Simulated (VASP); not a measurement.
# Cu (Fm-3m) in VASP: further runs

Runs on Cu. Level: PBE. Tasks: single point, relaxation of cell and atoms.

Program: VASP 6.6.1. These are calculated values, not measurements. Logs are shortened: lines on timing, memory, paths and dates and some standing lists are left out, and cuts for length are marked.

## (1) The cell of the first run

The structure is cubic, space group Fm-3m (No. 225). Conventional cell: a = 3.627 Å, b = 3.627 Å, c = 3.627 Å, α = 90.00°, β = 90.00°, γ = 90.00°. Within 3.4 Å of Cu (site symmetry m-3m) lie 12 Cu at 2.56 Å.

## (2) Single point, PBE

File INCAR:

```
  PREC = Accurate
  ENCUT = 600
  EDIFF = 1E-6
  ISMEAR = 0
  SIGMA = 0.1
  LREAL = False
  LASPH = True
  NELM = 120
  ALGO = Normal
  ISIF = 2
  LWAVE = False
  LCHARG = False
  GGA = PE
  NBANDS = 12
  GGA_COMPAT = False
```

File KPOINTS:

```
regular mesh
0
Gamma
  10 10 10
```

File POSCAR:

```
Cu
1.0
    0.0000000000      1.8135739185      1.8135739185
    1.8135739185      0.0000000000      1.8135739185
    1.8135739185      1.8135739185      0.0000000000
Cu
1
Direct
    0.0000000000      0.0000000000      0.0000000000
```

Potentials or basis: VASP PAW PBE potentials, release 64 (Cu).

Started as:

```console
cat potpaw_PBE.64/Cu/POTCAR > POTCAR
mpirun -np 1 vasp_std > vasp.out
```

OUTCAR:

```text
PREC = Accurate
   ENCUT = 600
   EDIFF = 1E-6
   ISMEAR = 0
   LREAL = False
   LASPH = True
   NELM = 120
   ISIF = 2
   GGA = PE

 ion  position               nearest neighbor table
   1  0.000  0.000  0.000-

  LATTYP: Found a face centered cubic cell.
 ALAT       =     3.6271478370

  Lattice vectors:

 A1 = (   0.0000000000,   1.8135739185,   1.8135739185)
 A2 = (   1.8135739185,   0.0000000000,   1.8135739185)
 A3 = (   1.8135739185,   1.8135739185,   0.0000000000)

Analysis of symmetry for initial positions (statically):
=====================================================================
 Subroutine PRICEL returns:
 Original cell was already a primitive cell.

 Routine SETGRP: Setting up the symmetry group for a
 face centered cubic supercell.

 Subroutine GETGRP returns: Found 48 space group operations
 (whereof 48 operations were pure point group operations)
 out of a pool of 48 trial point group operations.

The static configuration has the point symmetry O_h .

Analysis of symmetry for dynamics (positions and initial velocities):
=====================================================================
 Subroutine PRICEL returns:
 Original cell was already a primitive cell.

 Routine SETGRP: Setting up the symmetry group for a
 face centered cubic supercell.

 Subroutine GETGRP returns: Found 48 space group operations
 (whereof 48 operations were pure point group operations)
 out of a pool of 48 trial point group operations.

The dynamic configuration has the point symmetry O_h .

 Subroutine INISYM returns: Found 48 space group operations
 (whereof 48 operations are pure point group operations),
 and found     1 'primitive' translations

----------------------------------------------------------------------------------------

                                     Primitive cell

  volume of cell :      11.9299

  direct lattice vectors                    reciprocal lattice vectors
     0.000000000  1.813573918  1.813573918    -0.275698716  0.275698716  0.275698716
     1.813573918  0.000000000  1.813573918     0.275698716 -0.275698716  0.275698716
     1.813573918  1.813573918  0.000000000     0.275698716  0.275698716 -0.275698716

  length of vectors
     2.564780832  2.564780832  2.564780832     0.477524183  0.477524183  0.477524183

  position of ions in fractional coordinates (direct lattice)
     0.000000000  0.000000000  0.000000000

  ion indices of the primitive-cell ions
   primitive index   ion index
                 1           1

----------------------------------------------------------------------------------------

 KPOINTS: regular mesh

Automatic generation of k-mesh.
 Grid dimensions read from file:
 generate k-points for:   10   10   10

 Generating k-lattice:

  Cartesian coordinates                     Fractional coordinates (reciprocal lattice)
    -0.027569872  0.027569872  0.027569872     0.100000000  0.000000000  0.000000000
     0.027569872 -0.027569872  0.027569872     0.000000000  0.100000000  0.000000000
     0.027569872  0.027569872 -0.027569872     0.000000000  0.000000000  0.100000000

  Length of vectors
     0.047752418  0.047752418  0.047752418

  Shift w.r.t. Gamma in fractional coordinates (k-lattice)
     0.000000000  0.000000000  0.000000000

 Subroutine IBZKPT returns following result:
 ===========================================

 Found     47 irreducible k-points:

 Following reciprocal coordinates:
            Coordinates               Weight
  0.000000  0.000000  0.000000      1.000000
  0.100000  0.000000  0.000000      8.000000
  0.200000  0.000000  0.000000      8.000000
  0.300000  0.000000  0.000000      8.000000
  0.400000  0.000000  0.000000      8.000000
  0.500000  0.000000  0.000000      4.000000
[... 16 lines left out ...]
  0.300000  0.300000  0.000000      6.000000
  0.400000  0.300000  0.000000     24.000000
 [... further k-points ...]
   k-points           NKPTS =     47   k-points in BZ     NKDIM =     47   number of bands    NBANDS=     12
   number of dos      NEDOS =    301   number of ions     NIONS =      1
   total plane-waves  NPLWV =   8000
   dimension x,y,z NGX =    20 NGY =   20 NGZ =   20
   dimension x,y,z NGXF=    40 NGYF=   40 NGZF=   40
   ions per type =               1
   NGX,Y,Z   is equivalent  to a cutoff of  12.96, 12.96, 12.96 a.u.
   NGXF,Y,Z  is equivalent  to a cutoff of  25.93, 25.93, 25.93 a.u.
 SYSTEM =  unknown system
   PREC   = accura    normal or accurate (medium, high low for compatibility)
   ISTART =      0    job   : 0-new  1-cont  2-samecut
   ICHARG =      2    charge: 1-file 2-atom 10-const
   ISPIN  =      1    spin polarized calculation?
   LNONCOLLINEAR =      F non collinear calculations
   LSORBIT =      F    spin-orbit coupling
   LASPH  =      T    aspherical Exc in radial PAW
   ENCUT  =  600.0 eV  44.10 Ry    6.64 a.u.   5.12  5.12  5.12*2*pi/ulx,y,z
   NELM   =    120;   NELMIN=  2; NELMDL= -5     # of ELM steps
   EDIFF  = 0.1E-05   stopping-criterion for ELM
   LREAL  =      F    real-space projection
   EDIFFG = 0.1E-04   stopping-criterion for IOM
   NSW    =      0    number of steps for IOM
   IBRION =     -1    ionic relax: 0-MD 1-quasi-New 2-CG
   NFREE  =      0    steps in history (QN), initial steepest desc. (CG)
   ISIF   =      2    stress and relaxation
   ISYM   =      2    0-nonsym 1-usesym 2-fastsym
   POTIM  = 0.5000    time-step for ionic-motion
   TEBEG  =    0.0;   TEEND  =   0.0 temperature during run
   PSTRESS=    0.0 pullay stress
   NELECT =      11.0000    total number of electrons
   NUPDOWN=      -1.0000    fix difference up-down
   EMIN   =  10.00;   EMAX   =-10.00  energy-range for DOS
   EFERMI =   0.00;   METHOD = LEGACY
   ISMEAR =     0;   SIGMA  =   0.10  broadening in eV -4-tet -1-fermi 0-gaus
   EFERMI_NEDOS =   21; number of points for ismear=-14 and -15
   IALGO  =     38    algorithm
   IMIX   =      4    mixing-type and parameters
     AMIX     =   0.40;   BMIX     =  1.00
     AMIX_MAG =   1.60;   BMIX_MAG =  1.00
  volume/ion in A,a.u.               =      11.93        80.51
  Fermi-wavevector in a.u.,A,eV,Ry     =   1.593409  3.011105 34.544521  2.538951
  Thomas-Fermi vector in A             =   2.691643
   LORBIT       =      0    0 simple, 1 ext, 2 COOP (PROOUT), +10 PAW based schemes
   GGA     = PE    functional components
   LHFCALC =     F    Hartree Fock is set to
   AEXX    =    0.0000 exact exchange contribution
   IVDW    =     0    specifies the selected vdW correction
   LEPSILON=     F    determine dielectric tensor
   LRPA    =     F    only Hartree local field effects (RPA)
 non-spin polarized calculation
 Gauss-broadening in eV      SIGMA  =   0.10
  energy-cutoff  :      600.00
  volume of cell :       11.93
 maximum number of plane-waves:       411
   NGX = 11   NGY = 11   NGZ = 11

 number of electron      10.9999998 magnetization

 Free energy of the ion-electron system (eV)
  ---------------------------------------------------
  ext. energy  EPLUGINS =         0.00000000
  ---------------------------------------------------
  free energy    TOTEN  =        -3.71464133 eV

  energy without entropy =       -3.71188749  energy(sigma->0) =       -3.71326441

 E-fermi :   7.3521     XC(G=0): -12.6683

 val. band max:        7.3520686632   @ k =   0.5000   0.1000   0.0000
 cond. band min:       7.5567977627   @ k =   0.5000   0.3000   0.1000
 fundamental gap:      0.2047290995
 Fermi energy:         7.3520940252

 k-point     1 :       0.0000    0.0000    0.0000
  band No.  band energies     occupation
      1      -1.8138      2.00000
      2       4.4621      2.00000
      3       4.4621      2.00000
      4       4.4621      2.00000
      5       5.2714      2.00000
      6       5.2714      2.00000
      7      29.9745      0.00000
      8      32.5408      0.00000
      9      32.5408      0.00000
     10      32.5408      0.00000
     11      35.0244      0.00000
     12      35.0244      0.00000

 k-point     2 :       0.1000    0.0000    0.0000
  band No.  band energies     occupation
      1      -1.4540      2.00000
      2       4.3899      2.00000
      3       4.5253      2.00000
      4       4.5253      2.00000
      5       5.2492      2.00000
      6       5.2492      2.00000
      7      27.4274      0.00000
      8      30.6967      0.00000
      9      31.6437      0.00000
     10      31.6437      0.00000
     11      36.4110      0.00000
     12      36.4110      0.00000

 k-point     3 :       0.2000    0.0000    0.0000
  band No.  band energies     occupation
      1      -0.4201      2.00000
      2       4.2450      2.00000
      3       4.6198      2.00000
      4       4.6198      2.00000
      5       5.2707      2.00000
      6       5.2707      2.00000
      7      22.2981      0.00000
      8      30.1981      0.00000
      9      30.5404      0.00000
     10      30.5404      0.00000
     11      36.8581      0.00000
     12      36.9580      0.00000

 k-point     4 :       0.3000    0.0000    0.0000
  band No.  band energies     occupation
      1       1.0592      2.00000
      2       4.2943      2.00000
      3       4.5764      2.00000
      4       4.5764      2.00000
      5       5.4761      2.00000
      6       5.4761      2.00000
      7      17.4775      0.00000
      8      29.4397      0.00000
      9      29.8138      0.00000
     10      29.8138      0.00000
     11      34.6618      0.00000
     12      34.6618      0.00000

 k-point     5 :       0.4000    0.0000    0.0000
  band No.  band energies     occupation
      1       2.1832      2.00000
      2       4.4748      2.00000
      3       4.4748      2.00000
      4       5.2416      2.00000
      5       5.7252      2.00000
      6       5.7252      2.00000
      7      13.3612      0.00000
      8      28.7427      0.00000
      9      29.4616      0.00000
     10      29.4616      0.00000
     11      32.9986      0.00000
     12      32.9986      0.00000

 k-point     6 :       0.5000    0.0000    0.0000
  band No.  band energies     occupation
      1       2.4396      2.00000
      2       4.4298      2.00000
      3       4.4298      2.00000
      4       5.8308      2.00000
      5       5.8308      2.00000
      6       6.4880      2.00000
      7      11.1659      0.00000
      8      28.4716      0.00000
      9      29.3752      0.00000
     10      29.3752      0.00000
     11      32.3924      0.00000
     12      32.3924      0.00000

 k-point     7 :       0.1000    0.1000    0.0000
  band No.  band energies     occupation
      1      -1.3348      2.00000
      2       4.3243      2.00000
      3       4.5745      2.00000
      4       4.5745      2.00000
      5       5.1487      2.00000
      6       5.3221      2.00000
      7      28.6900      0.00000
      8      29.5145      0.00000
      9      29.5145      0.00000
     10      30.9437      0.00000
     11      36.9269      0.00000
     12      37.3298      0.00000

 k-point     8 :       0.2000    0.1000    0.0000
  band No.  band energies     occupation
      1      -0.5263      2.00000
      2       4.1674      2.00000
      3       4.6763      2.00000
      4       4.6963      2.00000
      5       5.0882      2.00000
      6       5.3826      2.00000
      7      24.2433      0.00000
      8      27.9542      0.00000
      9      28.7792      0.00000
     10      32.0253      0.00000
     11      33.9885      0.00000
     12      37.3526      0.00000
[... 166 lines left out ...]
 k-point    20 :      -0.4000    0.2000    0.0000
  band No.  band energies     occupation
      1       3.0853      2.00000
      2       3.9958      2.00000
      3       4.4714      2.00000
      4       4.8229      2.00000
      5       5.6996      2.00000
      6       8.9122      0.00000
      7      12.0465      0.00000
      8      20.5610      0.00000
      9      25.8750      0.00000
     10      27.8836      0.00000
     11      37.6540      0.00000
     12      38.3068      0.00000

 k-point    21 :      -0.3000    0.2000    0.0000
  band No.  band energies     occupation
      1       2.7616      2.00000
      2       4.0935      2.00000
      3       4.2002      2.00000
      4       4.8491      2.00000
      5       5.3770      2.00000
      6       7.1279      1.99848
      7      15.5852      0.00000
      8      20.0260      0.00000
      9      27.9078      0.00000
     10      28.9956      0.00000
     11      37.1236      0.00000
     12      37.1640      0.00000

 k-point    22 :      -0.2000    0.2000    0.0000
  band No.  band energies     occupation
      1       1.5916      2.00000
      2       3.9753      2.00000
      3       4.4451      2.00000
      4       4.9389      2.00000
      5       5.0309      2.00000
      6       6.1304      2.00000
      7      19.7157      0.00000
      8      20.5089      0.00000
      9      30.5701      0.00000
     10      30.6928      0.00000
     11      35.2492      0.00000
     12      37.1492      0.00000

 k-point    23 :       0.3000    0.3000    0.0000
  band No.  band energies     occupation
      1       1.8047      2.00000
      2       3.5473      2.00000
      3       5.0068      2.00000
      4       5.3502      2.00000
      5       5.3502      2.00000
      6       5.6228      2.00000
      7      22.8947      0.00000
      8      23.1050      0.00000
      9      23.1050      0.00000
     10      25.8013      0.00000
     11      28.5321      0.00000
     12      46.2855      0.00000

 k-point    24 :       0.4000    0.3000    0.0000
  band No.  band energies     occupation
      1       2.5216      2.00000
      2       3.4130      2.00000
      3       4.9840      2.00000
      4       5.4076      2.00000
      5       5.7992      2.00000
      6       6.4127      2.00000
      7      19.5151      0.00000
      8      20.3227      0.00000
      9      22.3057      0.00000
     10      26.3688      0.00000
     11      30.0022      0.00000
     12      44.8572      0.00000

 [... further k-points ...]
[... 5 lines left out ...]
  --------------------------------------------------------------------------------------
  -------------------------------------------------------------------------------------
  Total        0.0862368      0.0862368      0.0862368     -0.0000000      0.0000000      0.0000000
  in kB       11.5815753     11.5815753     11.5815753     -0.0000000      0.0000000      0.0000000
  external PRESSURE =      11.5815753 kB  Pullay stress =       0.0000000 kB

 VOLUME and BASIS-vectors are now :
 -----------------------------------------------------------------------------
  energy-cutoff  :      600.00
  volume of cell :       11.93
      direct lattice vectors                 reciprocal lattice vectors
     0.000000000  1.813573918  1.813573918    -0.275698716  0.275698716  0.275698716
     1.813573918  0.000000000  1.813573918     0.275698716 -0.275698716  0.275698716
     1.813573918  1.813573918  0.000000000     0.275698716  0.275698716 -0.275698716

 POSITION                                       TOTAL-FORCE (eV/Angst)
 -----------------------------------------------------------------------------------
      0.00000      0.00000      0.00000         0.000000     -0.000000      0.000000
 -----------------------------------------------------------------------------------
    total drift:                                0.000000      0.000000      0.000000

  FREE ENERGIE OF THE ION-ELECTRON SYSTEM (eV)
  ---------------------------------------------------
  free  energy   TOTEN  =        -3.7146413349 eV

  energy  without entropy=       -3.7118874860  energy(sigma->0) =       -3.71326441
```

Wall time 7.4 s (1 thread of AMD EPYC 7R13, shared host); peak memory 0.13 GiB.

Results:

| Quantity | Value |
| --- | --- |
| Free energy | -3.7146 eV |
| Pressure | 1.2 GPa |

## (3) Single point, PBE

File INCAR:

```
SYSTEM = Cu
ALGO = Normal
EDIFF = 1E-6
ENCUT = 600
GGA = PE
GGA_COMPAT = .FALSE.
ISIF = 2
ISMEAR = 0
LASPH = .TRUE.
LCHARG = .TRUE.
LELF = .TRUE.
LREAL = .FALSE.
LVHAR = .TRUE.
LWAVE = .FALSE.
NBANDS = 12
NELM = 120
PREC = Accurate
SIGMA = 0.1
```

File KPOINTS:

```
k-points
0
G
  20 20 20
  0 0 0
```

File POSCAR:

```
Cu
1.0
    0.0000000000      1.8144667724      1.8144667724
    1.8144667724      0.0000000000      1.8144667724
    1.8144667724      1.8144667724      0.0000000000
Cu
1
Direct
    0.0000000000      0.0000000000      0.0000000000
```

Potentials or basis: VASP PAW PBE potentials, release 64 (Cu).

Started as:

```console
cat potpaw_PBE.64/Cu/POTCAR > POTCAR
mpirun -np 1 vasp_std > vasp.out
```

It took 25 s on 1 thread of AMD EPYC 7R13, shared host; peak memory 0.17 GiB.

It converged, with:

```yaml
Free_energy: -3.7294 eV
Pressure: 0.7 GPa
```

Levels at points of the mesh, in eV from the Fermi level:
```
           k point  band 4  band 5  band 6  band 7  band 8  band 9
(0.00, 0.00, 0.00)   -2.96   -2.16   -2.16   22.53   25.08   25.08
(0.50, 0.00, 0.00)   -1.60   -1.60   -0.94    3.73   21.03   21.92
(0.50, 0.50, 0.00)   -1.46   -1.46    1.53    7.06   13.02   13.02
```

## (4) Relaxation of cell and atoms, PBE

File INCAR:

```
SYSTEM = Cu
  PREC = Accurate
  ENCUT = 600
  EDIFF = 1E-7
  ISMEAR = 0
  SIGMA = 0.1
  LREAL = .False.
  LASPH = .True.
  NELM = 120
  ALGO = Normal
  ISIF = 3
  LWAVE = .False.
  LCHARG = .False.
  GGA = PE
  IBRION = 2
  NSW = 100
  EDIFFG = -0.002
  GGA_COMPAT = .False.
  NELMIN = 4
```

File KPOINTS:

```
Automatic mesh
0
Gamma
  20 20 20
  0 0 0
```

File POSCAR:

```
Cu
1.0
    0.0000000000      1.8135739185      1.8135739185
    1.8135739185      0.0000000000      1.8135739185
    1.8135739185      1.8135739185      0.0000000000
Cu
1
Direct
    0.0000000000      0.0000000000      0.0000000000
```

Started as:

```console
cat potpaw_PBE.64/Cu/POTCAR > POTCAR
mpirun -np 1 vasp_std > vasp.out
```

It took 39 s on 1 thread of AMD EPYC 7R13, shared host; peak memory 0.16 GiB.

The run converged. Its results:

```yaml
Free_energy: -3.7295 eV
Relaxed_volume: 12.01 Å³/atom
Relaxed_cell: a = 2.570 Å, b = 2.570 Å, c = 2.570 Å, α = 60.00°, β = 60.00°, γ = 60.00°
Space_group_after_relaxing_to_0.05_Å: Fm-3m (No. 225)
Energy_gained_by_relaxing: 0.2 meV/atom
Ionic_steps: 3
Pressure_after_relaxing: 0.0 GPa
```

The path:
| step | energy change (eV) | largest force (eV/Å) | pressure (GPa) | volume (Å³) |
| --- | --- | --- | --- | --- |
| 1 | 0.0000 | 0.0000 | 0.90 | 11.93 |
| 2 | -0.0002 | 0.0000 | -0.44 | 12.05 |
| 3 | -0.0002 | 0.0000 | 0.02 | 12.01 |

Final structure:
```
Cu
1.0
     0.00000    1.81741    1.81741
     1.81741    0.00000    1.81741
     1.81741    1.81741    0.00000
Cu
1
Cartesian
  0.0000 0.0000 0.0000
```

Levels at points of the mesh, in eV from the Fermi level:
```tsv
k point	band 3	band 4	band 5	band 6	band 7	band 8	band 9
(0.00, 0.00, 0.00)	-2.95	-2.95	-2.15	-2.15	22.49	25.01	25.01
(0.50, 0.00, 0.00)	-2.98	-1.59	-1.59	-0.93	3.70	20.99	21.84
(0.50, 0.50, 0.00)	-1.61	-1.45	-1.45	1.54	7.03	12.98	12.98
```

## (5) Overview

| task | cell | k mesh | gap on the mesh (eV) | pressure (GPa) |
| --- | --- | --- | --- | --- |
| single point | a = 2.565 Å, angles 60.0°, 1 atom | 10 × 10 × 10 | none | 1.2 |
| single point | a = 2.566 Å, angles 60.0°, 1 atom | 20 × 20 × 20 | none | 0.7 |
| relaxation of cell and atoms | relaxed from a = 2.565 Å, angles 60.0°, 1 atom | 20 × 20 × 20 | none | 0.0 |

Alike in all rows: level PBE; potentials or basis VASP PAW PBE potentials, release 64 (Cu); no spin polarisation; cutoff (eV) 600; smearing gaussian 0.1 eV.

Total energies depend on the potentials used, so only differences within one code and one set of settings carry meaning.
